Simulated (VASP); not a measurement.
Al2Ga3Sb3:

```
CELL_PARAMETERS angstrom
4.28000 0.00000 0.00000
-2.14000 3.70659 0.00000
0.00000 0.00000 14.10000
ATOMIC_POSITIONS crystal
Al 0.00000 0.00000 0.18800
Al 0.33333 0.66667 0.43900
Ga 0.66667 0.33333 0.69000
Ga 0.00000 0.00000 0.77500
Ga 0.33333 0.66667 0.91000
Sb 0.33333 0.66667 0.25100
Sb 0.66667 0.33333 0.50200
Sb 0.00000 0.00000 0.00000
```

```yaml
Program: VASP 6.6.1
Task: relaxation of cell and atoms
Functional: PBE
Potentials_or_basis: VASP PAW PBE potentials, release 64 (Al, Ga_d, Sb)
Cutoff: 600 eV
k_mesh: 4 × 4 × 2
Occupations: gaussian, width 0.2 eV
Spin: no spin polarisation
```

At the start: pressure 1.6 GPa; volume 27.96 Å³/atom.

Question: Where does the relaxation end?

Answer: Over 22 steps the energy falls by 67.4 meV/atom and the volume is 28.25 Å³/atom (+1.0 %); space group P3m1 (No. 156, to 0.1 Å) before and after.

The path:
```tsv
step	energy change (eV)	largest force (eV/Å)	pressure (GPa)	volume (Å³)
1	0.0000	0.7699	1.59	223.69
2	-0.0863	0.5457	-0.13	232.79
3	-0.0905	0.5080	-0.57	235.35
4	-0.1389	0.4085	-0.50	234.95
5	-0.2366	0.5859	-0.20	233.64
6	-0.2387	0.7924	-0.05	233.09
7	-0.2412	0.6955	-0.11	233.34
8	-0.2774	0.5794	-0.10	232.73
9	-0.3379	0.8959	0.10	230.81
10	-0.3975	0.4286	-0.11	230.89
11	-0.4307	0.3486	-0.35	231.00
12	-0.4531	0.2874	-0.06	228.95
13	-0.4726	0.2948	0.32	226.23
14	-0.4746	0.3938	1.16	220.87
15	-0.4798	0.2912	0.75	223.37
16	-0.4961	0.2840	0.49	224.29
17	-0.5149	0.3786	-0.13	226.60
18	-0.5152	0.3899	-0.16	226.90
19	-0.5266	0.2699	-0.22	226.65
20	-0.5369	0.0964	-0.18	226.27
21	-0.5333	0.2261	-0.13	225.50
22	-0.5394	0.0793	-0.19	225.98
```

Final structure:
```xyz
8
Lattice="4.4484 0.0000 0.0000 -2.2242 3.8524 0.0000 0.0000 0.0000 13.1869" Properties=species:S:1:pos:R:3 pbc="T T T"
Al    0.0000    0.0000    2.3949
Al    0.0000    2.5683    5.9679
Ga    2.2242    1.2841    9.6252
Ga    0.0000    0.0000   10.1302
Ga    0.0000    2.5683   11.5938
Sb    0.0000    2.5683    3.2468
Sb    2.2242    1.2841    6.8655
Sb    0.0000    0.0000   12.8795
```

Caveat: the k points lie up to 0.41 Å⁻¹ apart in the final cell, too coarse for converged energies and pressures of a metal; the relaxation stopped at a loose force limit of 0.08 eV/Å, so its end isn't a converged minimum.
